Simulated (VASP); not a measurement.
## SiO2: electric field gradients with PBE

SiO2:

```
Si O
1.0
     4.90800    0.00000    0.00000
     0.00000    4.90800    0.00000
     0.00000    0.00000    6.78400
Si O
4 8
Direct
  0.30830 0.30830 0.00000
  0.19170 0.80830 0.25000
  0.69170 0.69170 0.50000
  0.80830 0.19170 0.75000
  0.23870 0.11610 0.18650
  0.38390 0.73870 0.43650
  0.76130 0.88390 0.68650
  0.61610 0.26130 0.93650
  0.73870 0.38390 0.56350
  0.88390 0.76130 0.31350
  0.26130 0.61610 0.06350
  0.11610 0.23870 0.81350
```

```
Program                : VASP 6.6.1
Task                   : electric field gradients
Functional             : PBE
Potentials or basis    : VASP PAW PBE potentials, release 64 (Si, O)
Cutoff                 : 520 eV
k mesh                 : 5 × 5 × 4
Occupations            : fermi-dirac, width 0.02 eV
Spin                   : no spin polarisation
Dipole correction      : no
Charge                 : 1
Further INCAR settings : ALGO = Normal; EDIFF = 1e-08; NBANDS = 44; NELECT = 63.0
```

* Largest force: 0.852 eV/Å
* Largest electric field gradient by atom: Si -12.7; O +65.6 V/Å²

Forces in eV/Å, atoms in the order of the input:
```
Si  -0.499 -0.499  0.000
Si   0.499 -0.499  0.000
Si   0.499  0.499  0.000
Si  -0.499  0.499  0.000
O    0.003  0.849  0.072
O   -0.849  0.003  0.072
O   -0.003 -0.849  0.072
O    0.849 -0.003  0.072
O    0.003 -0.849 -0.072
O   -0.849 -0.003 -0.072
O   -0.003  0.849 -0.072
O    0.849  0.003 -0.072
```

Levels at points of the mesh, in eV from the Fermi level:
```
           k point  band 28  band 29  band 30  band 31  band 32  band 33  band 34  band 35  band 36  band 37
(0.00, 0.00, 0.00)    -1.04    -0.43    -0.06    -0.06     0.24     6.55     9.57     9.57    10.16    10.16
(0.00, 0.00, 0.50)    -0.61    -0.33    -0.33    -0.12    -0.12     7.83     7.83    10.08    10.08    10.55
```

Electric field gradients, principal values (V/Å²):
```csv
atom,least,middle,greatest (by size)
1 Si,1.764,10.952,-12.716
2 Si,1.764,10.952,-12.716
3 Si,1.764,10.952,-12.716
4 Si,1.764,10.952,-12.716
5 O,-20.505,-45.123,65.628
6 O,-20.505,-45.123,65.628
7 O,-20.505,-45.123,65.628
8 O,-20.505,-45.123,65.628
9 O,-20.505,-45.123,65.628
10 O,-20.505,-45.123,65.628
11 O,-20.505,-45.123,65.628
12 O,-20.505,-45.123,65.628
```

It took 2.1 min on 1 thread of Intel(R) Xeon(R) Platinum 8175M CPU @ 2.50GHz (Skylake/Cascade Lake), with other jobs on the host, peak memory 0.3 GiB.

Caveat: the cell carries a net charge on a neutralising background, which shifts energy and pressure; the cell is charged against a uniform background, so pressure and absolute levels hang on convention; without QUAD_EFG the Cq values of the log hold for a quadrupole moment of 1 mb, not for the nuclei; an odd number of electrons without spin polarisation forces a metal; a magnetic or distorted state may lie lower.
